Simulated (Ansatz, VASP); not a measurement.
BP: VASP beside Ansatz

```xyz
2
Lattice="0.0000 2.2690 2.2690 2.2690 0.0000 2.2690 2.2690 2.2690 0.0000" Properties=species:S:1:pos:R:3 pbc="T T T"
B     0.0000    0.0000    0.0000
P     3.4035    3.4035    3.4035
```

Alike in both runs: task electric field gradients; functional PBE; k mesh 15 × 15 × 15; occupations fermi-dirac, width 0.05 eV; no spin polarisation.

|  | VASP | Ansatz |
| --- | --- | --- |
| version | VASP 6.6.1 | Ansatz 0.2.0 |
| potentials or method | VASP PAW PBE potentials, release 64 (B, P), cutoff 520 eV | all-electron PAW with datasets made for the crystal, scalar-relativistic |

```csv
,VASP,Ansatz,Ansatz less VASP
pressure (GPa),0.9,1.1,+0.18
```

Ansatz ran all-electron here, and VASP with PAW potentials.
